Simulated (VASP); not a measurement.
# Mo5Rh (P4/nmm) in VASP: single point with PBE

Aim: the single point of Mo5Rh with PBE.

Everything below comes from runs of VASP 6.6.1. Logs are shortened: lines on timing, memory, paths and dates and some standing lists are left out, and cuts for length are marked.

## (1) The cell of the first run

Symmetry: P4/nmm, No. 129, tetragonal system. Conventional cell: a = 3.184 Å, b = 3.184 Å, c = 18.442 Å, α = 90.00°, β = 90.00°, γ = 90.00°. Within 3.4 Å of Mo (site symmetry 4mm) lie 5 Rh at 2.59 to 2.96 Å and 9 Mo at 2.76 to 3.18 Å. Mo (site symmetry 4mm) has 13 Mo at 2.73 to 3.18 Å and 1 Rh at 2.89 Å within 3.6 Å. Within 3.6 Å of Mo (site symmetry 4mm) lie 14 Mo at 2.73 to 3.18 Å. Mo (site symmetry 4mm) has 14 Mo at 2.72 to 3.18 Å within 3.6 Å. Mo (site symmetry 4mm) has 14 Mo at 2.72 to 3.18 Å within 3.6 Å. Rh (site symmetry 4mm) has 6 Mo at 2.59 to 2.96 Å and 8 Rh at 2.80 to 3.18 Å within 3.4 Å.

## (2) Single point, PBE

The input, POSCAR:

```
Mo5Rh
1.0
    3.1840019853      0.0000000000      0.0000000000
    0.0000000000      3.1840019853      0.0000000000
    0.0000000000      0.0000000000     18.4420526304
Mo Rh
10 2
Direct
    0.0000000000      0.5000000000      0.1151154529
    0.5000000000      0.0000000000      0.2021345771
    0.5000000000      0.0000000000      0.8848845471
    0.0000000000      0.5000000000      0.7978654229
    0.5000000000      0.0000000000      0.7145811461
    0.0000000000      0.5000000000      0.6267088884
    0.5000000000      0.0000000000      0.5435439745
    0.0000000000      0.5000000000      0.2854188539
    0.5000000000      0.0000000000      0.3732911116
    0.0000000000      0.5000000000      0.4564560255
    0.5000000000      0.0000000000      0.0452695501
    0.0000000000      0.5000000000      0.9547304499
```

The input, INCAR.step1:

```
SYSTEM = Mo5Rh
PREC = Accurate
ENCUT = 400
EDIFF = 1E-6
ISMEAR = 0
SIGMA = 0.1
LREAL = .FALSE.
LASPH = .TRUE.
NELM = 120
ALGO = Normal
ISIF = 2
LWAVE = .FALSE.
LCHARG = .TRUE.
LMAXMIX = 4
GGA = PE
NBANDS = 97
GGA_COMPAT = .FALSE.
NEDOS = 2001
LORBIT = 11
```

The input, KPOINTS.step1:

```
regular mesh
0
G
  10 10 2
  0 0 0
```

The input, INCAR.step2:

```
SYSTEM = Mo5Rh
PREC = Accurate
ENCUT = 400
EDIFF = 1E-6
ISMEAR = -5
SIGMA = 0.1
LREAL = .FALSE.
LASPH = .TRUE.
NELM = 120
ALGO = Normal
ISIF = 2
LWAVE = .FALSE.
LCHARG = .FALSE.
LMAXMIX = 4
GGA = PE
LORBIT = 11
NEDOS = 2001
ICHARG = 11
GGA_COMPAT = .FALSE.
```

The input, KPOINTS.step2:

```
regular mesh
0
G
  15 15 3
  0 0 0
```

Potentials or basis: VASP PAW PBE potentials, release 64 (Mo_sv, Rh_pv).

Launch:

```console
> cat potpaw_PBE.64/Mo_sv/POTCAR potpaw_PBE.64/Rh_pv/POTCAR > POTCAR
> cp INCAR.step1 INCAR
> cp KPOINTS.step1 KPOINTS
> mpirun -np 1 vasp_std > vasp.out
> cp INCAR.step2 INCAR
> cp KPOINTS.step2 KPOINTS
> mpirun -np 1 vasp_std > vasp.out
```

OUTCAR:

```text
SYSTEM = Mo5Rh
   PREC = Accurate
   ENCUT = 400
   EDIFF = 1E-6
   ISMEAR = -5
   LREAL = .FALSE.
   LASPH = .TRUE.
   NELM = 120
   ISIF = 2
   GGA = PE
   LORBIT = 11
   ICHARG = 11

 ion  position               nearest neighbor table
   1  0.000  0.500  0.115-  11 2.59  11 2.59  11 2.59  11 2.59   2 2.76   2 2.76   2 2.76   2 2.76
                            12 2.96   8 3.14
   2  0.500  0.000  0.202-   8 2.73   8 2.73   8 2.73   8 2.73   1 2.76   1 2.76   1 2.76   1 2.76
                            11 2.89   9 3.16
   3  0.500  0.000  0.885-  12 2.59  12 2.59  12 2.59  12 2.59   4 2.76   4 2.76   4 2.76   4 2.76
                            11 2.96   5 3.14
   4  0.000  0.500  0.798-   5 2.73   5 2.73   5 2.73   5 2.73   3 2.76   3 2.76   3 2.76   3 2.76
                            12 2.89   6 3.16
   5  0.500  0.000  0.715-   4 2.73   4 2.73   4 2.73   4 2.73   6 2.77   6 2.77   6 2.77   6 2.77
                             3 3.14   7 3.15
   6  0.000  0.500  0.627-   7 2.72   7 2.72   7 2.72   7 2.72   5 2.77   5 2.77   5 2.77   5 2.77
                            10 3.14   4 3.16
   7  0.500  0.000  0.544-   6 2.72   6 2.72   6 2.72   6 2.72  10 2.77  10 2.77  10 2.77  10 2.77
                             9 3.14   5 3.15
   8  0.000  0.500  0.285-   2 2.73   2 2.73   2 2.73   2 2.73   9 2.77   9 2.77   9 2.77   9 2.77
                             1 3.14  10 3.15
   9  0.500  0.000  0.373-  10 2.72  10 2.72  10 2.72  10 2.72   8 2.77   8 2.77   8 2.77   8 2.77
                             7 3.14   2 3.16
  10  0.000  0.500  0.456-   9 2.72   9 2.72   9 2.72   9 2.72   7 2.77   7 2.77   7 2.77   7 2.77
                             6 3.14   8 3.15
  11  0.500  0.000  0.045-   1 2.59   1 2.59   1 2.59   1 2.59  12 2.80  12 2.80  12 2.80  12 2.80
                             2 2.89   3 2.96
  12  0.000  0.500  0.955-   3 2.59   3 2.59   3 2.59   3 2.59  11 2.80  11 2.80  11 2.80  11 2.80
                             4 2.89   1 2.96

  LATTYP: Found a simple tetragonal cell.
 ALAT       =     3.1840019853
 C/A-ratio  =     5.7920983453

  Lattice vectors:

 A1 = (   3.1840019853,   0.0000000000,   0.0000000000)
 A2 = (   0.0000000000,   3.1840019853,   0.0000000000)
 A3 = (   0.0000000000,   0.0000000000,  18.4420526304)

Analysis of symmetry for initial positions (statically):
=====================================================================
 Subroutine PRICEL returns:
 Original cell was already a primitive cell.

 Routine SETGRP: Setting up the symmetry group for a
 simple tetragonal supercell.

 Subroutine GETGRP returns: Found 16 space group operations
 (whereof  8 operations were pure point group operations)
 out of a pool of 16 trial point group operations.

The static configuration has the point symmetry D_2d.
 The point group associated with its full space group is D_4h.

Analysis of symmetry for dynamics (positions and initial velocities):
=====================================================================
 Subroutine PRICEL returns:
 Original cell was already a primitive cell.

 Routine SETGRP: Setting up the symmetry group for a
 simple tetragonal supercell.

 Subroutine GETGRP returns: Found 16 space group operations
 (whereof  8 operations were pure point group operations)
 out of a pool of 16 trial point group operations.

The dynamic configuration has the point symmetry D_2d.
 The point group associated with its full space group is D_4h.

 Subroutine INISYM returns: Found 16 space group operations
 (whereof  8 operations are pure point group operations),
 and found     1 'primitive' translations

----------------------------------------------------------------------------------------

                                     Primitive cell

  volume of cell :     186.9631

  direct lattice vectors                    reciprocal lattice vectors
     3.184001985  0.000000000  0.000000000     0.314070156  0.000000000  0.000000000
     0.000000000  3.184001985  0.000000000     0.000000000  0.314070156  0.000000000
     0.000000000  0.000000000 18.442052630     0.000000000  0.000000000  0.054223899

  length of vectors
     3.184001985  3.184001985 18.442052630     0.314070156  0.314070156  0.054223899

  position of ions in fractional coordinates (direct lattice)
     0.000000000  0.500000000  0.115115453
     0.500000000  0.000000000  0.202134577
     0.500000000  0.000000000  0.884884547
     0.000000000  0.500000000  0.797865423
     0.500000000  0.000000000  0.714581146
[... 76 lines left out ...]
  0.333333  0.200000  0.000000      8.000000
 [... further k-points ...]
   k-points           NKPTS =     72   k-points in BZ     NKDIM =     72   number of bands    NBANDS=    102
   number of dos      NEDOS =   2001   number of ions     NIONS =     12
   total plane-waves  NPLWV =  69120
   dimension x,y,z NGX =    24 NGY =   24 NGZ =  120
   dimension x,y,z NGXF=    48 NGYF=   48 NGZF=  240
   ions per type =              10   2
   NGX,Y,Z   is equivalent  to a cutoff of  12.53, 12.53, 10.82 a.u.
   NGXF,Y,Z  is equivalent  to a cutoff of  25.06, 25.06, 21.63 a.u.
 SYSTEM =  Mo5Rh
   PREC   = accura    normal or accurate (medium, high low for compatibility)
   ISTART =      0    job   : 0-new  1-cont  2-samecut
   ICHARG =     11    charge: 1-file 2-atom 10-const
   ISPIN  =      1    spin polarized calculation?
   LNONCOLLINEAR =      F non collinear calculations
   LSORBIT =      F    spin-orbit coupling
   LASPH  =      T    aspherical Exc in radial PAW
   ENCUT  =  400.0 eV  29.40 Ry    5.42 a.u.   5.19  5.19 30.07*2*pi/ulx,y,z
   NELM   =    120;   NELMIN=  2; NELMDL=  0     # of ELM steps
   EDIFF  = 0.1E-05   stopping-criterion for ELM
   LREAL  =      F    real-space projection
   EDIFFG = 0.1E-04   stopping-criterion for IOM
   NSW    =      0    number of steps for IOM
   IBRION =     -1    ionic relax: 0-MD 1-quasi-New 2-CG
   NFREE  =      0    steps in history (QN), initial steepest desc. (CG)
   ISIF   =      2    stress and relaxation
   ISYM   =      2    0-nonsym 1-usesym 2-fastsym
   POTIM  = 0.5000    time-step for ionic-motion
   TEBEG  =    0.0;   TEEND  =   0.0 temperature during run
   PSTRESS=    0.0 pullay stress
   NELECT =     170.0000    total number of electrons
   NUPDOWN=      -1.0000    fix difference up-down
   EMIN   =  10.00;   EMAX   =-10.00  energy-range for DOS
   EFERMI =   0.00;   METHOD = LEGACY
   ISMEAR =    -5;   SIGMA  =   0.10  broadening in eV -4-tet -1-fermi 0-gaus
   EFERMI_NEDOS =   21; number of points for ismear=-14 and -15
   IALGO  =     38    algorithm
   IMIX   =      4    mixing-type and parameters
     AMIX     =   0.40;   BMIX     =  1.00
     AMIX_MAG =   1.60;   BMIX_MAG =  1.00
  volume/ion in A,a.u.               =      15.58       105.14
  Fermi-wavevector in a.u.,A,eV,Ry     =   1.586010  2.997124 34.224458  2.515427
  Thomas-Fermi vector in A             =   2.685387
   LORBIT       =     11    0 simple, 1 ext, 2 COOP (PROOUT), +10 PAW based schemes
   GGA     = PE    functional components
   LHFCALC =     F    Hartree Fock is set to
   AEXX    =    0.0000 exact exchange contribution
   IVDW    =     0    specifies the selected vdW correction
   LEPSILON=     F    determine dielectric tensor
   LRPA    =     F    only Hartree local field effects (RPA)
 non-spin polarized calculation
 Fermi weights with tetrahedron method with Bloechl corrections
  energy-cutoff  :      400.00
  volume of cell :      186.96
 maximum number of plane-waves:      3437
 NGX is ok and might be reduce to    24

 number of electron     170.0000011 magnetization

 Free energy of the ion-electron system (eV)
  ---------------------------------------------------
  ext. energy  EPLUGINS =         0.00000000
  ---------------------------------------------------
  free energy    TOTEN  =      -123.79281749 eV

  energy without entropy =     -123.79281749  energy(sigma->0) =     -123.79281749

 E-fermi :  12.2591     XC(G=0): -13.3809

 val. band max:       12.2966802077   @ k =   0.3333   0.0667   0.0000
 cond. band min:      12.2470097783   @ k =   0.4667   0.2000   0.3333
 fundamental gap:     -0.0496704295
 Fermi energy:        12.2590901491

 k-point     1 :       0.0000    0.0000    0.0000
  band No.  band energies     occupation
      1     -49.1234      2.00000
      2     -49.1232      2.00000
      3     -49.0223      2.00000
      4     -48.9702      2.00000
      5     -48.9135      2.00000
      6     -48.8390      2.00000
[... 2389 lines left out ...]
     96      13.8342      0.00000
     97      13.9800      0.00000

 [... further k-points ...]

 [bands above 97 left out]

------------------------ aborting loop because EDIFF is reached ----------------------------------------

  FORCE on cell =-STRESS in cart. coord.  units (eV):
  Direction    XX          YY          ZZ          XY          YZ          ZX
  --------------------------------------------------------------------------------------
  -------------------------------------------------------------------------------------
  Total       -1.5447086     -1.5447086     -1.2000333      0.0000000     -0.0000000      0.0000000
  in kB      -13.2373555    -13.2373555    -10.2836662      0.0000000     -0.0000000      0.0000000
  external PRESSURE =     -12.2527924 kB  Pullay stress =       0.0000000 kB

 VOLUME and BASIS-vectors are now :
 -----------------------------------------------------------------------------
  energy-cutoff  :      400.00
  volume of cell :      186.96
      direct lattice vectors                 reciprocal lattice vectors
     3.184001985  0.000000000  0.000000000     0.314070156  0.000000000  0.000000000
     0.000000000  3.184001985  0.000000000     0.000000000  0.314070156  0.000000000
     0.000000000  0.000000000 18.442052630     0.000000000  0.000000000  0.054223899

 POSITION                                       TOTAL-FORCE (eV/Angst)
 -----------------------------------------------------------------------------------
      0.00000      1.59200      2.12297        -0.000000      0.000000      0.169630
      1.59200      0.00000      3.72778        -0.000000      0.000000     -0.019228
      1.59200      0.00000     16.31909        -0.000000      0.000000     -0.169630
      0.00000      1.59200     14.71428        -0.000000     -0.000000      0.019228
      1.59200      0.00000     13.17834         0.000000      0.000000      0.024957
      0.00000      1.59200     11.55780        -0.000000      0.000000     -0.012781
      1.59200      0.00000     10.02407         0.000000      0.000000     -0.035126
      0.00000      1.59200      5.26371        -0.000000      0.000000     -0.024957
      1.59200      0.00000      6.88425         0.000000     -0.000000      0.012781
      0.00000      1.59200      8.41799        -0.000000      0.000000      0.035126
      1.59200      0.00000      0.83486        -0.000000      0.000000     -0.096611
      0.00000      1.59200     17.60719        -0.000000     -0.000000      0.096611
 -----------------------------------------------------------------------------------
    total drift:                                0.000000      0.000000      0.000000

  FREE ENERGIE OF THE ION-ELECTRON SYSTEM (eV)
  ---------------------------------------------------
  free  energy   TOTEN  =      -123.7928174868 eV

  energy  without entropy=     -123.7928174868  energy(sigma->0) =     -123.79281749

 total charge

# of ion       s       p       d       tot
------------------------------------------
    1        2.375   6.204   3.838  12.418
    2        2.380   6.196   3.910  12.485
    3        2.375   6.204   3.838  12.418
    4        2.380   6.196   3.910  12.485
    5        2.373   6.202   3.872  12.447
    6        2.375   6.201   3.885  12.460
    7        2.376   6.201   3.882  12.460
    8        2.373   6.202   3.872  12.447
    9        2.375   6.201   3.885  12.460
   10        2.376   6.201   3.882  12.460
   11        0.433   6.291   7.162  13.886
   12        0.433   6.291   7.162  13.886
--------------------------------------------------
tot         24.625  74.589  53.098 152.311
```

Wall time 22 min (1 thread of Intel Xeon Platinum 8559C (Emerald Rapids), shared host); peak memory 0.68 GiB.

Results:

- Valence electrons inside the program's atomic spheres: Mo 12.42, 12.48, 12.45, 12.46 (each value once); Rh 13.89
